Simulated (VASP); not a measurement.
The system is Ag.

```
Ag
1.0
     0.00000    2.04275    2.04275
     2.04275    0.00000    2.04275
     2.04275    2.04275    0.00000
Ag
1
Direct
  0.00000 0.00000 0.00000
```

```yaml
Program: VASP 6.6.1
Task: relaxation of cell and atoms
Functional: PBEsol
Potentials_or_basis: VASP PAW PBE potentials, release 64 (Ag)
Cutoff: 600 eV
k_mesh: 9 × 9 × 9
Occupations: methfessel-paxton, width 0.1 eV
Spin: no spin polarisation
```

At the start: pressure -3.0 GPa; volume 17.05 Å³/atom.

Q: How do energy, volume and symmetry change on relaxing?

A: Over 3 steps the energy falls by 4.3 meV/atom and the volume is 16.60 Å³/atom (-2.6 %); space group Fm-3m (No. 225, to 0.1 Å) before and after.

Step by step:
```csv
step,energy change (eV),largest force (eV/Å),pressure (GPa),volume (Å³)
1,0.0000,0.0000,-2.98,17.05
2,-0.0018,0.0000,2.53,16.28
3,-0.0043,0.0000,0.00,16.60
```

Final structure:
```yaml
crystal:
  lattice:
    - [0.00000, 2.02473, 2.02473]
    - [2.02473, 0.00000, 2.02473]
    - [2.02473, 2.02473, 0.00000]
  atoms:
    - { symbol: Ag, position: [0.00000, 0.00000, 0.00000] }
```

Caveat: the PAW data sets were made with another functional, which shifts forces and pressure a little.
